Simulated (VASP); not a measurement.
## TiAl3: single point with PBEsol

TiAl3:

```
Ti Al
1.0
     3.82989    0.00000    0.00000
     0.00000    3.82989    0.00000
     0.00000    0.00000    3.82989
Ti Al
1 3
Direct
  0.00000 0.00000 0.00000
  0.50000 0.50000 0.00000
  0.50000 0.00000 0.50000
  0.00000 0.50000 0.50000
```

This cell differs from its parent crystal: strain -0.030 along x and y, -0.030 along z.

```yaml
Program: VASP 6.6.1
Task: single point
Functional: PBEsol
Potentials_or_basis: VASP PAW PBE potentials, release 64 (Ti_sv, Al)
Cutoff: 520 eV
k_mesh: 12 × 12 × 12
Occupations: gaussian, width 0.15 eV
Spin: no spin polarisation
Dipole_correction: no
Further_INCAR_settings: ALGO = Normal; EDIFF = 1e-06; NBANDS = 18
```

```yaml
Pressure: 12.5 GPa
Band_gap_on_the_k_mesh: zero (an odd number of electrons rules out a gap without spin polarisation)
```

Levels at points of the mesh, in eV from the Fermi level:
| k point | band 8 | band 9 | band 10 | band 11 | band 12 | band 13 |
| --- | --- | --- | --- | --- | --- | --- |
| (0.00, 0.00, 0.00) | -2.25 | -2.25 | -2.25 | 0.12 | 0.12 | 0.12 |
| (0.50, 0.00, 0.00) | -2.48 | -2.48 | 0.42 | 0.84 | 0.84 | 0.94 |
| (0.50, 0.50, 0.00) | -5.36 | -1.40 | -1.40 | 0.66 | 0.99 | 1.09 |
| (0.50, 0.50, 0.50) | -5.39 | -3.67 | -3.67 | -3.67 | 0.33 | 1.35 |

Wall time 39 s on 1 thread of AMD EPYC 9R45 96-Core Processor (Zen 5) (shared host), peak memory 0.18 GiB.

Caveat: the cell differs from its parent crystal (strain -0.030 along x and y, -0.030 along z); the cell stands under pressure; the PAW data sets were made with another functional, which shifts forces and pressure a little.
